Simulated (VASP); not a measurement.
# CsBr (Pm-3m) in VASP: further runs

CsBr is run at these levels: PBE; tasks: single point.

Everything below comes from runs of VASP 6.6.1. Logs are shortened: lines on timing, memory, paths and dates and some standing lists are left out, and cuts for length are marked.

**1. The cell of the first run**

Symmetry: Pm-3m, No. 221, cubic system. Conventional cell: a = 4.433 Å, b = 4.433 Å, c = 4.433 Å, α = 90.00°, β = 90.00°, γ = 90.00°. Within 5.0 Å of Cs (site symmetry m-3m) lie 8 Br at 3.84 Å and 6 Cs at 4.43 Å. Br (site symmetry m-3m) has 8 Cs at 3.84 Å and 6 Br at 4.43 Å within 5.0 Å.

**2. Single point, PBE (volume changed by +3%)**

Contents of INCAR:

```
PREC     = Accurate       # precision mode
ENCUT    = 500            # plane-wave cutoff, eV
EDIFF    = 1E-6           # SCF threshold, eV
ISMEAR   = 0              # smearing method
SIGMA    = 0.01           # smearing width, eV
LREAL    = F              # projectors in reciprocal space
LASPH    = T              # aspherical terms in the spheres
NELM     = 120            # most SCF steps
ALGO     = Normal         # electronic algorithm
ISIF     = 2              # what is computed and relaxed
LWAVE    = F              # write WAVECAR
LCHARG   = T              # write CHGCAR
GGA      = PE             # functional
LELF     = T              # ELF
LVHAR    = T            
NBANDS   = 15             # bands
GGA_COMPAT= F
```

Contents of KPOINTS:

```
Automatic mesh
0
Gamma
  6 6 6
```

Contents of POSCAR:

```
CsBr
1.0
    4.4327710569      0.0000000000      0.0000000000
    0.0000000000      4.4327710569      0.0000000000
    0.0000000000      0.0000000000      4.4327710569
Cs Br
1 1
Direct
    0.0000000000      0.0000000000      0.0000000000
    0.5000000000      0.5000000000      0.5000000000
```

Potentials or basis: VASP PAW PBE potentials, release 64 (Cs_sv, Br).

On the command line:

```bash
$ cat potpaw_PBE.64/Cs_sv/POTCAR potpaw_PBE.64/Br/POTCAR > POTCAR
$ mpirun -np 1 vasp_std > vasp.out
```

OUTCAR:

```text
PREC = Accurate
   ENCUT = 500
   EDIFF = 1E-6
   ISMEAR = 0
   LREAL = F
   LASPH = T
   NELM = 120
   ISIF = 2
   GGA = PE

 ion  position               nearest neighbor table
   1  0.000  0.000  0.000-
   2  0.500  0.500  0.500-

  LATTYP: Found a simple cubic cell.
 ALAT       =     4.4327710569

  Lattice vectors:

 A1 = (   4.4327710569,   0.0000000000,   0.0000000000)
 A2 = (   0.0000000000,   4.4327710569,   0.0000000000)
 A3 = (   0.0000000000,   0.0000000000,   4.4327710569)

Analysis of symmetry for initial positions (statically):
=====================================================================
 Subroutine PRICEL returns:
 Original cell was already a primitive cell.

 Routine SETGRP: Setting up the symmetry group for a
 simple cubic supercell.

 Subroutine GETGRP returns: Found 48 space group operations
[... 9 lines left out ...]

 Routine SETGRP: Setting up the symmetry group for a
 simple cubic supercell.

 Subroutine GETGRP returns: Found 48 space group operations
[... 11 lines left out ...]
                                     Primitive cell

  volume of cell :      87.1016

  direct lattice vectors                    reciprocal lattice vectors
     4.432771057  0.000000000  0.000000000     0.225592522  0.000000000  0.000000000
     0.000000000  4.432771057  0.000000000     0.000000000  0.225592522  0.000000000
     0.000000000  0.000000000  4.432771057     0.000000000  0.000000000  0.225592522

  length of vectors
     4.432771057  4.432771057  4.432771057     0.225592522  0.225592522  0.225592522

  position of ions in fractional coordinates (direct lattice)
     0.000000000  0.000000000  0.000000000
     0.500000000  0.500000000  0.500000000

  ion indices of the primitive-cell ions
   primitive index   ion index
                 1           1
                 2           2

----------------------------------------------------------------------------------------

 KPOINTS: Automatic mesh

Automatic generation of k-mesh.
 Grid dimensions read from file:
 generate k-points for:    6    6    6

 Generating k-lattice:

  Cartesian coordinates                     Fractional coordinates (reciprocal lattice)
     0.037598754  0.000000000  0.000000000     0.166666667  0.000000000  0.000000000
     0.000000000  0.037598754  0.000000000     0.000000000  0.166666667  0.000000000
     0.000000000  0.000000000  0.037598754     0.000000000  0.000000000  0.166666667

  Length of vectors
[... 56 lines left out ...]
   ISIF   =      2    stress and relaxation
   ISYM   =      2    0-nonsym 1-usesym 2-fastsym
   POTIM  = 0.5000    time-step for ionic-motion
   TEBEG  =    0.0;   TEEND  =   0.0 temperature during run
   PSTRESS=    0.0 pullay stress
   NELECT =      16.0000    total number of electrons
   NUPDOWN=      -1.0000    fix difference up-down
   EMIN   =  10.00;   EMAX   =-10.00  energy-range for DOS
   EFERMI =   0.00;   METHOD = LEGACY
   ISMEAR =     0;   SIGMA  =   0.01  broadening in eV -4-tet -1-fermi 0-gaus
   EFERMI_NEDOS =   21; number of points for ismear=-14 and -15
   IALGO  =     38    algorithm
   IMIX   =      4    mixing-type and parameters
     AMIX     =   0.40;   BMIX     =  1.00
     AMIX_MAG =   1.60;   BMIX_MAG =  1.00
  volume/ion in A,a.u.               =      43.55       293.90
  Fermi-wavevector in a.u.,A,eV,Ry     =   0.930621  1.758619 11.783400  0.866055
  Thomas-Fermi vector in A             =   2.057029
   LORBIT       =      0    0 simple, 1 ext, 2 COOP (PROOUT), +10 PAW based schemes
   GGA     = PE    functional components
   LHFCALC =     F    Hartree Fock is set to
   AEXX    =    0.0000 exact exchange contribution
   IVDW    =     0    specifies the selected vdW correction
   LEPSILON=     F    determine dielectric tensor
   LRPA    =     F    only Hartree local field effects (RPA)
 non-spin polarized calculation
 Gauss-broadening in eV      SIGMA  =   0.01
  energy-cutoff  :      500.00
  volume of cell :       87.10
 maximum number of plane-waves:      2272
   NGX = 17   NGY = 17   NGZ = 17

 number of electron      16.0000001 magnetization

 Free energy of the ion-electron system (eV)
  ---------------------------------------------------
  ext. energy  EPLUGINS =         0.00000000
  ---------------------------------------------------
  free energy    TOTEN  =        -6.02227464 eV

  energy without entropy =       -6.02227464  energy(sigma->0) =       -6.02227464

 E-fermi :  -0.6775     XC(G=0):  -7.6337

 val. band max:       -0.7531222400   @ k =   0.5000   0.5000   0.0000
 cond. band min:       3.3864376447   @ k =   0.0000   0.0000   0.0000
 fundamental gap:      4.1395598848
 Fermi energy:        -0.6775308609

 k-point     1 :       0.0000    0.0000    0.0000
  band No.  band energies     occupation
      1     -20.7057      2.00000
      2     -13.0179      2.00000
      3      -7.3365      2.00000
      4      -7.3365      2.00000
      5      -7.3365      2.00000
      6      -0.7842      2.00000
      7      -0.7842      2.00000
      8      -0.7842      2.00000
      9       3.3864      0.00000
     10       4.2273      0.00000
     11       4.2273      0.00000
     12       8.0277      0.00000
     13       8.0277      0.00000
     14       8.0277      0.00000
[... 329 lines left out ...]
      2     -12.8795      2.00000
      3      -7.6494      2.00000
      4      -7.6494      2.00000
      5      -7.6494      2.00000
      6      -1.7278      2.00000
      7      -1.7278      2.00000
      8      -1.7278      2.00000
      9       7.0981      0.00000
     10       7.0981      0.00000
     11       7.0981      0.00000
     12       7.9266      0.00000
     13       7.9266      0.00000
     14       7.9266      0.00000
     15       9.9294      0.00000

------------------------ aborting loop because EDIFF is reached ----------------------------------------

  FORCE on cell =-STRESS in cart. coord.  units (eV):
  Direction    XX          YY          ZZ          XY          YZ          ZX
  --------------------------------------------------------------------------------------
  -------------------------------------------------------------------------------------
  Total       -0.1639424     -0.1639424     -0.1639424      0.0000000      0.0000000     -0.0000000
  in kB       -3.0156153     -3.0156153     -3.0156153      0.0000000      0.0000000     -0.0000000
  external PRESSURE =      -3.0156153 kB  Pullay stress =       0.0000000 kB

 VOLUME and BASIS-vectors are now :
 -----------------------------------------------------------------------------
  energy-cutoff  :      500.00
  volume of cell :       87.10
      direct lattice vectors                 reciprocal lattice vectors
     4.432771057  0.000000000  0.000000000     0.225592522  0.000000000  0.000000000
     0.000000000  4.432771057  0.000000000     0.000000000  0.225592522  0.000000000
     0.000000000  0.000000000  4.432771057     0.000000000  0.000000000  0.225592522

 POSITION                                       TOTAL-FORCE (eV/Angst)
 -----------------------------------------------------------------------------------
      0.00000      0.00000      0.00000         0.000000      0.000000      0.000000
      2.21639      2.21639      2.21639         0.000000      0.000000      0.000000
 -----------------------------------------------------------------------------------
    total drift:                                0.000000      0.000000     -0.000000

  FREE ENERGIE OF THE ION-ELECTRON SYSTEM (eV)
  ---------------------------------------------------
  free  energy   TOTEN  =        -6.0222746439 eV

  energy  without entropy=       -6.0222746439  energy(sigma->0) =       -6.02227464
```

OSZICAR:

```text
N       E                     dE             d eps       ncg     rms          rms(c)
DAV:   1     0.899816909698E+02    0.89982E+02   -0.62294E+03   600   0.860E+02
DAV:   2     0.993650907056E+00   -0.88988E+02   -0.82005E+02   827   0.153E+02
DAV:   3    -0.625043766112E+01   -0.72441E+01   -0.72198E+01   803   0.476E+01
DAV:   4    -0.631533523502E+01   -0.64898E-01   -0.64892E-01   677   0.542E+00
DAV:   5    -0.631569941826E+01   -0.36418E-03   -0.36418E-03   838   0.419E-01    0.181E+00
DAV:   6    -0.606136429239E+01    0.25434E+00   -0.24186E-01   747   0.244E+00    0.105E+00
DAV:   7    -0.601911572408E+01    0.42249E-01   -0.13062E-01   747   0.178E+00    0.624E-01
DAV:   8    -0.602231622144E+01   -0.32005E-02   -0.15174E-02   719   0.721E-01    0.134E-01
DAV:   9    -0.602214638203E+01    0.16984E-03   -0.17951E-03   747   0.211E-01    0.740E-02
DAV:  10    -0.602227160411E+01   -0.12522E-03   -0.22724E-04   677   0.104E-01    0.174E-02
DAV:  11    -0.602227496288E+01   -0.33588E-05   -0.26117E-05   670   0.298E-02    0.111E-02
DAV:  12    -0.602227464387E+01    0.31902E-06   -0.54337E-06   698   0.131E-02
   1 F= -.60222746E+01 E0= -.60222746E+01  d E =-.119746E-28
```

Wall time 12 s (1 thread of Intel Xeon Platinum 8259CL at 2.50GHz (Skylake/Cascade Lake), shared host); peak memory 0.18 GiB.

Results:

* Free energy: -6.0223 eV
* Pressure: -0.3 GPa
* Band gap on the k mesh: 4.14 eV, indirect (least direct gap 4.17 eV)

Caveat: spin-orbit coupling is left out, which moves the levels of the heavy elements. A k mesh can miss the band edges.

**3. Single point, PBE (volume changed by +6%)**

Contents of INCAR:

```
PREC = Accurate ; ENCUT = 500
EDIFF = 1E-6 ; ISMEAR = 0
SIGMA = 0.01 ; LREAL = False
LASPH = True ; NELM = 120
ALGO = Normal ; ISIF = 2
LWAVE = False ; LCHARG = False
GGA = PE ; NBANDS = 15
GGA_COMPAT = False
```

Contents of KPOINTS:

```
regular mesh
0
Gamma
  6 6 6
```

Contents of POSCAR:

```
CsBr
1.0
    4.4753964704      0.0000000000      0.0000000000
    0.0000000000      4.4753964704      0.0000000000
    0.0000000000      0.0000000000      4.4753964704
Cs Br
1 1
Direct
    0.0000000000      0.0000000000      0.0000000000
    0.5000000000      0.5000000000      0.5000000000
```

Potentials or basis: VASP PAW PBE potentials, release 64 (Cs_sv, Br).

On the command line:

```bash
$ cat potpaw_PBE.64/Cs_sv/POTCAR potpaw_PBE.64/Br/POTCAR > POTCAR
$ mpirun -np 1 vasp_std > vasp.out
```

OUTCAR:

```text
PREC = Accurate
   ENCUT = 500
   EDIFF = 1E-6
   ISMEAR = 0
   LREAL = False
   LASPH = True
   NELM = 120
   ISIF = 2
   GGA = PE

 ion  position               nearest neighbor table
   1  0.000  0.000  0.000-
   2  0.500  0.500  0.500-

  LATTYP: Found a simple cubic cell.
 ALAT       =     4.4753964704

  Lattice vectors:

 A1 = (   4.4753964704,   0.0000000000,   0.0000000000)
 A2 = (   0.0000000000,   4.4753964704,   0.0000000000)
[... 537 lines left out ...]
     15       9.6284      0.00000

------------------------ aborting loop because EDIFF is reached ----------------------------------------

  FORCE on cell =-STRESS in cart. coord.  units (eV):
  Direction    XX          YY          ZZ          XY          YZ          ZX
  --------------------------------------------------------------------------------------
  -------------------------------------------------------------------------------------
  Total       -0.3285863     -0.3285863     -0.3285863     -0.0000000      0.0000000      0.0000000
  in kB       -5.8730740     -5.8730740     -5.8730740     -0.0000000      0.0000000      0.0000000
  external PRESSURE =      -5.8730740 kB  Pullay stress =       0.0000000 kB

 VOLUME and BASIS-vectors are now :
 -----------------------------------------------------------------------------
  energy-cutoff  :      500.00
  volume of cell :       89.64
      direct lattice vectors                 reciprocal lattice vectors
     4.475396470  0.000000000  0.000000000     0.223443891  0.000000000  0.000000000
     0.000000000  4.475396470  0.000000000     0.000000000  0.223443891  0.000000000
     0.000000000  0.000000000  4.475396470     0.000000000  0.000000000  0.223443891

 POSITION                                       TOTAL-FORCE (eV/Angst)
 -----------------------------------------------------------------------------------
      0.00000      0.00000      0.00000         0.000000      0.000000      0.000000
      2.23770      2.23770      2.23770         0.000000      0.000000      0.000000
 -----------------------------------------------------------------------------------
    total drift:                                0.000000      0.000000      0.000000

  FREE ENERGIE OF THE ION-ELECTRON SYSTEM (eV)
  ---------------------------------------------------
  free  energy   TOTEN  =        -6.0152921888 eV

  energy  without entropy=       -6.0152921888  energy(sigma->0) =       -6.01529219
```

OSZICAR:

```text
N       E                     dE             d eps       ncg     rms          rms(c)
DAV:   1     0.895216150297E+02    0.89522E+02   -0.60776E+03   600   0.855E+02
DAV:   2     0.132929765048E+01   -0.88192E+02   -0.80479E+02   869   0.147E+02
DAV:   3    -0.624632878559E+01   -0.75756E+01   -0.75437E+01   789   0.474E+01
DAV:   4    -0.631892851417E+01   -0.72600E-01   -0.72583E-01   719   0.557E+00
DAV:   5    -0.631933385844E+01   -0.40534E-03   -0.40534E-03   789   0.431E-01    0.182E+00
DAV:   6    -0.605635678960E+01    0.26298E+00   -0.25192E-01   740   0.244E+00    0.105E+00
DAV:   7    -0.601211468669E+01    0.44242E-01   -0.13318E-01   754   0.177E+00    0.630E-01
DAV:   8    -0.601531081214E+01   -0.31961E-02   -0.15762E-02   705   0.735E-01    0.140E-01
DAV:   9    -0.601515312692E+01    0.15769E-03   -0.19508E-03   754   0.216E-01    0.769E-02
DAV:  10    -0.601528919700E+01   -0.13607E-03   -0.24063E-04   670   0.108E-01    0.180E-02
DAV:  11    -0.601529218513E+01   -0.29881E-05   -0.26185E-05   656   0.299E-02    0.114E-02
DAV:  12    -0.601529218883E+01   -0.37010E-08   -0.55487E-06   698   0.132E-02
   1 F= -.60152922E+01 E0= -.60152922E+01  d E =-.194203E-46
```

Wall time 16 s (1 thread of Intel Xeon Platinum 8259CL at 2.50GHz (Skylake/Cascade Lake), shared host); peak memory 0.21 GiB.

Results:

| Property | Result |
| --- | --- |
| Free energy | -6.0153 eV |
| Pressure | -0.6 GPa |
| Band gap on the k mesh | 4.04 eV, indirect (least direct gap 4.08 eV) |

Caveat: spin-orbit coupling is left out, which moves the levels of the heavy elements.
